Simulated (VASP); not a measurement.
Write the native input for VASP 6.6.1 that does the following.

```yaml
Task: single point
Functional: PBE
Potentials_or_basis: VASP PAW PBE potentials, release 64 (Au)
Cutoff: 520 eV
k_mesh: 16 × 16 × 16
Occupations: fermi-dirac, width 0.08 eV
Spin: no spin polarisation
Dipole_correction: no
Further_INCAR_settings: ALGO = Normal; EDIFF = 1e-06; NBANDS = 12
```

The structure of Au lies in POSCAR:

```
Au
1.0
   -1.5197699290      1.5197699290      1.5197699290
    1.5197699290     -1.5197699290      1.5197699290
    1.5197699290      1.5197699290     -1.5197699290
Au
1
Direct
    0.0000000000      0.0000000000      0.0000000000
```

This cell differs from its parent crystal: volume scaled by 0.78.

One way to write it, as run:

INCAR

```
SYSTEM = Au
  PREC = Accurate
  ENCUT = 520
  EDIFF = 1E-6
  ISMEAR = -1
  SIGMA = 0.08
  LREAL = .False.
  LASPH = .True.
  NELM = 80
  ALGO = Normal
  ISIF = 2
  LWAVE = .False.
  LCHARG = .False.
  GGA = PE
  NBANDS = 12
```

KPOINTS

```
regular mesh
0
Gamma
  16 16 16
  0 0 0
```

Potentials or basis: VASP PAW PBE potentials, release 64 (Au).

Launch:

```bash
$ cat potpaw_PBE.64/Au/POTCAR > POTCAR
$ mpirun -np 1 vasp_std > vasp.out
```

Results of the run:

| Item | Value |
| --- | --- |
| Pressure | 70.3 GPa |

Run time: 30 s on 1 thread of Intel Xeon 8259CL, on a shared host, peak memory 0.14 GiB.
